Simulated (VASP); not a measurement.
Write the native input for VASP 6.6.1 that does the following.

```yaml
Task: single point
Functional: PBE
Potentials_or_basis: VASP PAW PBE potentials, release 64 (Cd, Os)
Cutoff: 520 eV
k_mesh: 12 × 12 × 8
Occupations: gaussian, width 0.1 eV
Spin: no spin polarisation
Dipole_correction: no
Further_INCAR_settings: ALGO = Fast; EDIFF = 1e-06; NBANDS = 46
```

The structure of CdOs3 lies in POSCAR:

```
CdOs3
1.0
    5.6502379714      0.0000000000      0.0000000000
   -2.8251189857      4.8932496207      0.0000000000
    0.0000000000      0.0000000000      4.4663538881
Cd Os
2 6
Direct
    0.3333333333      0.6666666667      0.2500000000
    0.6666666667      0.3333333333      0.7500000000
    0.8329770166      0.6659540332      0.2500000000
    0.1670229834      0.8329770166      0.7500000000
    0.3340459668      0.1670229834      0.2500000000
    0.1670229834      0.3340459668      0.7500000000
    0.8329770166      0.1670229834      0.2500000000
    0.6659540332      0.8329770166      0.7500000000
```

The input as run:

INCAR

```
SYSTEM = CdOs3
PREC = Accurate
ENCUT = 520
EDIFF = 1E-6
ISMEAR = 0
SIGMA = 0.1
LREAL = .False.
LASPH = .True.
NELM = 60
ALGO = Fast
ISIF = 2
LWAVE = .False.
LCHARG = .False.
GGA = PE
NBANDS = 46
```

KPOINTS

```
Automatic mesh
0
Gamma
  12 12 8
  0 0 0
```

Potentials or basis: VASP PAW PBE potentials, release 64 (Cd, Os).

Command:

```bash
$ cat potpaw_PBE.64/Cd/POTCAR potpaw_PBE.64/Os/POTCAR > POTCAR
$ mpirun -np 1 vasp_std > vasp.out
```

It gave:

* Pressure: 0.8 GPa
* Largest force: 0.044 eV/Å
* Band gap on the k mesh: zero (bands 36 and 37 overlap by 0.85 eV)

Caveat: spin-orbit coupling is left out, which moves the levels of the heavy elements.

It took 5.1 min on 1 thread of Intel(R) Xeon(R) 6975P-C (Granite Rapids), with other jobs on the host, peak memory 0.54 GiB.
